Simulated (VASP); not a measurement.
# TaSb (F-43m) in VASP: notebook

Runs on TaSb. Level: PBE. Tasks: single point.

Program: VASP 6.6.1. These are calculated values, not measurements. Logs are shortened: lines on timing, memory, paths and dates and some standing lists are left out, and cuts for length are marked.

### 1 The cell of the first run

Symmetry: F-43m, No. 216, cubic system. Conventional cell: a = 5.566 Å, b = 5.566 Å, c = 5.566 Å, α = 90.00°, β = 90.00°, γ = 90.00°. Ta (site symmetry -43m) has 4 Sb at 2.41 Å within 3.2 Å. Within 3.2 Å of Sb (site symmetry -43m) lie 4 Ta at 2.41 Å.

### 2 Single point, PBE

INCAR reads:

```
SYSTEM = TaSb
  PREC = Accurate
  ENCUT = 520
  EDIFF = 1E-6
  ISMEAR = 0
  SIGMA = 0.05
  LREAL = .False.
  LASPH = .True.
  NELM = 100
  ALGO = Normal
  ISIF = 2
  LWAVE = .False.
  LCHARG = .True.
  GGA = PE
  LELF = .True.
  LVHAR = .True.
  NBANDS = 15
```

KPOINTS reads:

```
regular mesh
0
Gamma
  6 6 6
  0 0 0
```

POSCAR reads:

```
TaSb
1.0
    0.0000000000      2.7832331309      2.7832331309
    2.7832331309      0.0000000000      2.7832331309
    2.7832331309      2.7832331309      0.0000000000
Ta Sb
1 1
Direct
    0.0000000000      0.0000000000      0.0000000000
    0.2500000000      0.2500000000      0.2500000000
```

Potentials or basis: VASP PAW PBE potentials, release 64 (Ta_pv, Sb).

On the command line:

```bash
> cat potpaw_PBE.64/Ta_pv/POTCAR potpaw_PBE.64/Sb/POTCAR > POTCAR
> mpirun -np 1 vasp_std > vasp.out
```

OUTCAR:

```text
SYSTEM = TaSb
   PREC = Accurate
   ENCUT = 520
   EDIFF = 1E-6
   ISMEAR = 0
   LREAL = .False.
   LASPH = .True.
   NELM = 100
   ISIF = 2
   GGA = PE

 ion  position               nearest neighbor table
   1  0.000  0.000  0.000-   2 2.41   2 2.41   2 2.41   2 2.41
   2  0.250  0.250  0.250-   1 2.41   1 2.41   1 2.41   1 2.41

  LATTYP: Found a face centered cubic cell.
 ALAT       =     5.5664662618

  Lattice vectors:

 A1 = (   0.0000000000,   2.7832331309,   2.7832331309)
 A2 = (   2.7832331309,   0.0000000000,   2.7832331309)
 A3 = (   2.7832331309,   2.7832331309,   0.0000000000)

Analysis of symmetry for initial positions (statically):
=====================================================================
 Subroutine PRICEL returns:
 Original cell was already a primitive cell.

 Routine SETGRP: Setting up the symmetry group for a
 face centered cubic supercell.

 Subroutine GETGRP returns: Found 24 space group operations
 (whereof 24 operations were pure point group operations)
 out of a pool of 48 trial point group operations.

The static configuration has the point symmetry T_d .

Analysis of symmetry for dynamics (positions and initial velocities):
=====================================================================
 Subroutine PRICEL returns:
 Original cell was already a primitive cell.

 Routine SETGRP: Setting up the symmetry group for a
 face centered cubic supercell.

 Subroutine GETGRP returns: Found 24 space group operations
 (whereof 24 operations were pure point group operations)
 out of a pool of 48 trial point group operations.

The dynamic configuration has the point symmetry T_d .

 Subroutine INISYM returns: Found 24 space group operations
 (whereof 24 operations are pure point group operations),
 and found     1 'primitive' translations

----------------------------------------------------------------------------------------

                                     Primitive cell

  volume of cell :      43.1200

  direct lattice vectors                    reciprocal lattice vectors
     0.000000000  2.783233131  2.783233131    -0.179647186  0.179647186  0.179647186
     2.783233131  0.000000000  2.783233131     0.179647186 -0.179647186  0.179647186
     2.783233131  2.783233131  0.000000000     0.179647186  0.179647186 -0.179647186

  length of vectors
     3.936086041  3.936086041  3.936086041     0.311158054  0.311158054  0.311158054

  position of ions in fractional coordinates (direct lattice)
     0.000000000  0.000000000  0.000000000
     0.250000000  0.250000000  0.250000000

  ion indices of the primitive-cell ions
   primitive index   ion index
                 1           1
                 2           2

----------------------------------------------------------------------------------------

 KPOINTS: regular mesh

Automatic generation of k-mesh.
 Grid dimensions read from file:
 generate k-points for:    6    6    6

 Generating k-lattice:

  Cartesian coordinates                     Fractional coordinates (reciprocal lattice)
    -0.029941198  0.029941198  0.029941198     0.166666667  0.000000000  0.000000000
     0.029941198 -0.029941198  0.029941198     0.000000000  0.166666667  0.000000000
     0.029941198  0.029941198 -0.029941198     0.000000000  0.000000000  0.166666667

  Length of vectors
     0.051859676  0.051859676  0.051859676

  Shift w.r.t. Gamma in fractional coordinates (k-lattice)
     0.000000000  0.000000000  0.000000000

 Subroutine IBZKPT returns following result:
 ===========================================

 Found     16 irreducible k-points:

 Following reciprocal coordinates:
            Coordinates               Weight
  0.000000  0.000000  0.000000      1.000000
  0.166667  0.000000  0.000000      8.000000
  0.333333  0.000000  0.000000      8.000000
  0.500000  0.000000  0.000000      4.000000
  0.166667  0.166667  0.000000      6.000000
  0.333333  0.166667  0.000000     24.000000
[... 8 lines left out ...]
 -0.333333  0.333333  0.166667     24.000000
 -0.333333  0.500000  0.166667     12.000000
   k-points           NKPTS =     16   k-points in BZ     NKDIM =     16   number of bands    NBANDS=     15
   number of dos      NEDOS =    301   number of ions     NIONS =      2
   total plane-waves  NPLWV =  27000
   dimension x,y,z NGX =    30 NGY =   30 NGZ =   30
   dimension x,y,z NGXF=    60 NGYF=   60 NGZF=   60
   ions per type =               1   1
   NGX,Y,Z   is equivalent  to a cutoff of  12.67, 12.67, 12.67 a.u.
   NGXF,Y,Z  is equivalent  to a cutoff of  25.34, 25.34, 25.34 a.u.
 SYSTEM =  TaSb
   PREC   = accura    normal or accurate (medium, high low for compatibility)
   ISTART =      0    job   : 0-new  1-cont  2-samecut
   ICHARG =      2    charge: 1-file 2-atom 10-const
   ISPIN  =      1    spin polarized calculation?
   LNONCOLLINEAR =      F non collinear calculations
   LSORBIT =      F    spin-orbit coupling
   LASPH  =      T    aspherical Exc in radial PAW
   ENCUT  =  520.0 eV  38.22 Ry    6.18 a.u.   7.32  7.32  7.32*2*pi/ulx,y,z
   NELM   =    100;   NELMIN=  2; NELMDL= -5     # of ELM steps
   EDIFF  = 0.1E-05   stopping-criterion for ELM
   LREAL  =      F    real-space projection
   EDIFFG = 0.1E-04   stopping-criterion for IOM
   NSW    =      0    number of steps for IOM
   IBRION =     -1    ionic relax: 0-MD 1-quasi-New 2-CG
   NFREE  =      0    steps in history (QN), initial steepest desc. (CG)
   ISIF   =      2    stress and relaxation
   ISYM   =      2    0-nonsym 1-usesym 2-fastsym
   POTIM  = 0.5000    time-step for ionic-motion
   TEBEG  =    0.0;   TEEND  =   0.0 temperature during run
   PSTRESS=    0.0 pullay stress
   NELECT =      16.0000    total number of electrons
   NUPDOWN=      -1.0000    fix difference up-down
   EMIN   =  10.00;   EMAX   =-10.00  energy-range for DOS
   EFERMI =   0.00;   METHOD = LEGACY
   ISMEAR =     0;   SIGMA  =   0.05  broadening in eV -4-tet -1-fermi 0-gaus
   EFERMI_NEDOS =   21; number of points for ismear=-14 and -15
   IALGO  =     38    algorithm
   IMIX   =      4    mixing-type and parameters
     AMIX     =   0.40;   BMIX     =  1.00
     AMIX_MAG =   1.60;   BMIX_MAG =  1.00
  volume/ion in A,a.u.               =      21.56       145.49
  Fermi-wavevector in a.u.,A,eV,Ry     =   1.176401  2.223075 18.829353  1.383918
  Thomas-Fermi vector in A             =   2.312765
   LORBIT       =      0    0 simple, 1 ext, 2 COOP (PROOUT), +10 PAW based schemes
   GGA     = PE    functional components
   LHFCALC =     F    Hartree Fock is set to
   AEXX    =    0.0000 exact exchange contribution
   IVDW    =     0    specifies the selected vdW correction
   LEPSILON=     F    determine dielectric tensor
   LRPA    =     F    only Hartree local field effects (RPA)
 non-spin polarized calculation
 Gauss-broadening in eV      SIGMA  =   0.05
  energy-cutoff  :      520.00
  volume of cell :       43.12
 maximum number of plane-waves:      1211
 NGX is ok and might be reduce to    30
   NGX = 15   NGY = 15   NGZ = 15

 number of electron      16.0000000 magnetization

 Free energy of the ion-electron system (eV)
  ---------------------------------------------------
  ext. energy  EPLUGINS =         0.00000000
  ---------------------------------------------------
  free energy    TOTEN  =       -11.07834712 eV

  energy without entropy =      -11.07599745  energy(sigma->0) =      -11.07717228

 E-fermi :   7.8238     XC(G=0): -11.0849

 val. band max:        7.7132004527   @ k =   0.1667   0.0000   0.0000
 cond. band min:       7.8460316111   @ k =  -0.3333   0.3333   0.0000
 fundamental gap:      0.1328311584
 Fermi energy:         7.8238041966

 k-point     1 :       0.0000    0.0000    0.0000
  band No.  band energies     occupation
      1     -26.9076      2.00000
      2     -26.9076      2.00000
      3     -26.9076      2.00000
      4      -4.5424      2.00000
      5       4.0633      2.00000
      6       4.0633      2.00000
      7       4.0633      2.00000
      8       7.8748      0.14953
      9       7.8748      0.14953
     10      12.0177      0.00000
     11      14.6625      0.00000
     12      14.6625      0.00000
     13      14.6625      0.00000
     14      17.3864      0.00000
     15      17.3864      0.00000

 k-point     2 :       0.1667    0.0000    0.0000
  band No.  band energies     occupation
      1     -26.9410      2.00000
      2     -26.9128      2.00000
      3     -26.9128      2.00000
      4      -4.1461      2.00000
      5       3.5507      2.00000
      6       4.2340      2.00000
      7       4.2340      2.00000
      8       7.7132      1.99824
      9       7.7132      1.99824
     10      12.4985      0.00000
     11      13.3892      0.00000
     12      14.9591      0.00000
     13      14.9591      0.00000
     14      15.5241      0.00000
     15      16.6781      0.00000

 k-point     3 :       0.3333    0.0000    0.0000
  band No.  band energies     occupation
      1     -27.0072      2.00000
      2     -26.9235      2.00000
      3     -26.9235      2.00000
      4      -3.2206      2.00000
      5       2.7681      2.00000
      6       4.4710      2.00000
      7       4.4710      2.00000
      8       7.8680      0.21090
      9       7.8680      0.21090
     10       9.7302      0.00000
     11      13.0491      0.00000
     12      13.2784      0.00000
     13      13.2784      0.00000
     14      17.1274      0.00000
     15      17.8465      0.00000

 k-point     4 :       0.5000    0.0000    0.0000
  band No.  band energies     occupation
      1     -27.0399      2.00000
      2     -26.9287      2.00000
      3     -26.9287      2.00000
      4      -2.6580      2.00000
      5       2.4573      2.00000
      6       4.5148      2.00000
      7       4.5148      2.00000
      8       8.3394      0.00000
      9       8.3394      0.00000
     10       8.3423      0.00000
     11      12.0169      0.00000
     12      12.0169      0.00000
     13      12.6432      0.00000
     14      18.8064      0.00000
     15      18.8064      0.00000
[... 163 lines left out ...]
 k-point    14 :       0.5000    0.3333    0.1667
  band No.  band energies     occupation
      1     -27.0165      2.00000
      2     -26.9565      2.00000
      3     -26.9390      2.00000
      4      -2.5081      2.00000
      5       2.6128      2.00000
      6       4.1189      2.00000
      7       5.1531      2.00000
      8       6.9999      2.00000
      9       8.2649      0.00000
     10       8.9028      0.00000
     11      10.7192      0.00000
     12      12.4240      0.00000
     13      15.3098      0.00000
     14      16.4996      0.00000
     15      17.9236      0.00000

 k-point    15 :      -0.3333    0.3333    0.1667
  band No.  band energies     occupation
      1     -27.0281      2.00000
      2     -26.9665      2.00000
      3     -26.9463      2.00000
      4      -2.0885      2.00000
      5       2.9798      2.00000
      6       3.4887      2.00000
      7       5.3553      2.00000
      8       6.6573      2.00000
      9       8.2916      0.00000
     10       8.5672      0.00000
     11      10.4592      0.00000
     12      11.5885      0.00000
     13      15.4132      0.00000
     14      17.7547      0.00000
     15      18.2082      0.00000

 k-point    16 :      -0.3333    0.5000    0.1667
  band No.  band energies     occupation
      1     -27.0316      2.00000
      2     -26.9660      2.00000
      3     -26.9575      2.00000
      4      -1.8739      2.00000
      5       2.3697      2.00000
      6       4.2906      2.00000
      7       5.7960      2.00000
      8       6.2174      2.00000
      9       8.2388      0.00000
     10       8.4863      0.00000
     11       9.6781      0.00000
     12      10.9762      0.00000
     13      16.5722      0.00000
     14      17.2123      0.00000
     15      18.4951      0.00000

------------------------ aborting loop because EDIFF is reached ----------------------------------------

  FORCE on cell =-STRESS in cart. coord.  units (eV):
  Direction    XX          YY          ZZ          XY          YZ          ZX
  --------------------------------------------------------------------------------------
  -------------------------------------------------------------------------------------
  Total       15.4174170     15.4174170     15.4174170      0.0000000     -0.0000000      0.0000000
  in kB      572.8533408    572.8533408    572.8533408      0.0000000     -0.0000000      0.0000000
  external PRESSURE =     572.8533408 kB  Pullay stress =       0.0000000 kB

 VOLUME and BASIS-vectors are now :
 -----------------------------------------------------------------------------
  energy-cutoff  :      520.00
  volume of cell :       43.12
      direct lattice vectors                 reciprocal lattice vectors
     0.000000000  2.783233131  2.783233131    -0.179647186  0.179647186  0.179647186
     2.783233131  0.000000000  2.783233131     0.179647186 -0.179647186  0.179647186
     2.783233131  2.783233131  0.000000000     0.179647186  0.179647186 -0.179647186

 POSITION                                       TOTAL-FORCE (eV/Angst)
 -----------------------------------------------------------------------------------
      0.00000      0.00000      0.00000         0.000000      0.000000      0.000000
      1.39162      1.39162      1.39162        -0.000000     -0.000000     -0.000000
 -----------------------------------------------------------------------------------
    total drift:                                0.000000      0.000000      0.000000

  FREE ENERGIE OF THE ION-ELECTRON SYSTEM (eV)
  ---------------------------------------------------
  free  energy   TOTEN  =       -11.0783471169 eV

  energy  without entropy=      -11.0759974506  energy(sigma->0) =      -11.07717228
```

It took 14 s on 1 thread of Intel Xeon Platinum 8375C at 2.90GHz (Ice Lake), shared host; peak memory 0.17 GiB.

What came out:

| Property | Result |
| --- | --- |
| Free energy | -11.0783 eV |
| Pressure | 57.3 GPa |
| Band gap on the k mesh | zero (band 8 reaches 8.34 eV, above the bottom of band 9 at 7.71 eV) |

Caveat: spin-orbit coupling is left out, which moves the levels of the heavy elements.

### 3 Single point, PBE

This run uses another cell than the first one, of 24.15 Å³/atom, 1.120 times its volume.

INCAR reads:

```
PREC = Accurate ; ENCUT = 520
EDIFF = 1E-6 ; ISMEAR = 0
SIGMA = 0.05 ; LREAL = False
LASPH = True ; NELM = 60
ALGO = Normal ; ISIF = 2
LWAVE = False ; LCHARG = True
GGA = PE ; LELF = True
LVHAR = True ; NBANDS = 15
```

KPOINTS reads:

```
regular mesh
0
Gamma
  6 6 6
```

POSCAR reads:

```
TaSb
1.0
    0.0000000000      2.8903843233      2.8903843233
    2.8903843233      0.0000000000      2.8903843233
    2.8903843233      2.8903843233      0.0000000000
Ta Sb
1 1
Direct
    0.0000000000      0.0000000000      0.0000000000
    0.2500000000      0.2500000000      0.2500000000
```

Potentials or basis: VASP PAW PBE potentials, release 64 (Ta_pv, Sb).

On the command line:

```bash
> cat potpaw_PBE.64/Ta_pv/POTCAR potpaw_PBE.64/Sb/POTCAR > POTCAR
> mpirun -np 1 vasp_std > vasp.out
```

It took 18 s on 1 thread of Intel Xeon Platinum 8375C at 2.90GHz (Ice Lake), shared host; peak memory 0.17 GiB.

Results (log left out):

```yaml
Free_energy: -12.4766 eV
Pressure: 31.3 GPa
Band_gap_on_the_k_mesh: zero (band 8 reaches 7.02 eV, above the bottom of band 9 at 6.60 eV)
```

Levels at points of the mesh, in eV from the Fermi level:
```
           k point  band 5  band 6  band 7  band 8  band 9  band 10  band 11  band 12
(0.00, 0.00, 0.00)   -3.49   -3.49   -3.49    0.04    0.04     3.57     6.40     6.40
(0.50, 0.00, 0.00)   -5.09   -3.09   -3.09    0.34    0.43     0.43     3.66     3.66
(0.50, 0.50, 0.00)   -5.67   -1.95   -1.95   -1.49    0.18     0.66     1.35     1.35
```

Caveat: spin-orbit coupling is left out, which moves the levels of the heavy elements.

### 4 Single point, PBE

This run uses another cell than the first one, of 27.04 Å³/atom, 1.254 times its volume.

INCAR reads:

```
PREC = Accurate
ENCUT = 520
EDIFF = 1E-6
ISMEAR = 0
SIGMA = 0.05
LREAL = F
LASPH = T
NELM = 60
ALGO = Normal
ISIF = 2
LWAVE = F
LCHARG = F
GGA = PE
NBANDS = 15
```

KPOINTS is that of step 3.

POSCAR reads:

```
TaSb
1.0
    0.0000000000      3.0016607102      3.0016607102
    3.0016607102      0.0000000000      3.0016607102
    3.0016607102      3.0016607102      0.0000000000
Ta Sb
1 1
Direct
    0.0000000000      0.0000000000      0.0000000000
    0.2500000000      0.2500000000      0.2500000000
```

On the command line:

```bash
> cat potpaw_PBE.64/Ta_pv/POTCAR potpaw_PBE.64/Sb/POTCAR > POTCAR
> mpirun -np 1 vasp_std > vasp.out
```

Run time: 15 s. Hardware: 1 thread of Intel Xeon Platinum 8375C at 2.90GHz (Ice Lake), shared host; peak memory 0.18 GiB.

Results (log left out):

```yaml
Free_energy: -13.2630 eV
Pressure: 13.7 GPa
Band_gap_on_the_k_mesh: zero (band 8 reaches 5.84 eV, above the bottom of band 9 at 5.57 eV)
```

Levels at points of the mesh, in eV from the Fermi level:
```tsv
k point	band 4	band 5	band 6	band 7	band 8	band 9	band 10	band 11	band 12	band 13
(0.00, 0.00, 0.00)	-11.28	-3.22	-3.22	-3.22	0.04	0.04	2.97	5.96	5.96	5.96
(0.50, 0.00, 0.00)	-9.95	-4.79	-2.87	-2.87	0.21	0.36	0.36	3.22	3.22	4.24
(0.50, 0.50, 0.00)	-9.43	-5.24	-1.99	-1.99	-1.24	-0.03	0.62	1.22	1.22	6.89
```

Caveat: spin-orbit coupling is left out, which moves the levels of the heavy elements.

### 5 Single point, PBE

This run uses another cell than the first one, of 30.29 Å³/atom, 1.405 times its volume.

INCAR reads:

```
SYSTEM = TaSb
  ALGO = Normal
  EDIFF = 1E-7
  ENCUT = 520
  GGA = PE
  ISIF = 2
  ISMEAR = 0
  LASPH = .True.
  LCHARG = .True.
  LELF = .True.
  LREAL = .False.
  LVHAR = .True.
  LWAVE = .False.
  NBANDS = 15
  NELM = 60
  PREC = Accurate
  SIGMA = 0.05
```

KPOINTS reads:

```
k-points
0
Gamma
  6 6 6
  0 0 0
```

POSCAR reads:

```
TaSb
1.0
    0.0000000000      3.1172211067      3.1172211067
    3.1172211067      0.0000000000      3.1172211067
    3.1172211067      3.1172211067      0.0000000000
Ta Sb
1 1
Direct
    0.0000000000      0.0000000000      0.0000000000
    0.2500000000      0.2500000000      0.2500000000
```

On the command line:

```bash
> cat potpaw_PBE.64/Ta_pv/POTCAR potpaw_PBE.64/Sb/POTCAR > POTCAR
> mpirun -np 1 vasp_std > vasp.out
```

Wall time 29 s (1 thread of Intel Xeon Platinum 8375C at 2.90GHz (Ice Lake), shared host); peak memory 0.2 GiB.

The run converged. Its results:

| Item | Value |
| --- | --- |
| Free energy | -13.5577 eV |
| Pressure | 1.9 GPa |
| Band gap on the k mesh | zero (band 8 reaches 4.80 eV, above the bottom of band 9 at 4.51 eV) |

Levels at points of the mesh, in eV from the Fermi level:
```
           k point  band 6  band 7  band 8  band 9  band 10  band 11
(0.00, 0.00, 0.00)   -2.97   -2.97    0.05    0.05     2.37     5.45
(0.50, 0.00, 0.00)   -2.65   -2.65    0.13    0.31     0.31     2.82
(0.50, 0.50, 0.00)   -1.99   -1.99   -1.00   -0.16     0.56     1.09
```

Caveat: spin-orbit coupling is left out, which moves the levels of the heavy elements.

### 6 The runs side by side

| cell | gap on the mesh (eV) | pressure (GPa) |
| --- | --- | --- |
| a = 3.936 Å, angles 60.0°, 2 atoms | none | 57.3 |
| a = 4.088 Å, angles 60.0°, 2 atoms | none | 31.3 |
| a = 4.245 Å, angles 60.0°, 2 atoms | none | 13.7 |
| a = 4.408 Å, angles 60.0°, 2 atoms | none | 1.9 |

Alike in all rows: task single point; level PBE; potentials or basis VASP PAW PBE potentials, release 64 (Ta_pv, Sb); no spin polarisation; k mesh 6 × 6 × 6; cutoff (eV) 520; smearing gaussian 0.05 eV.

Caveats: spin-orbit coupling is left out, which moves the levels of the heavy elements.

Absolute energies hang on the potentials; compare differences alone.
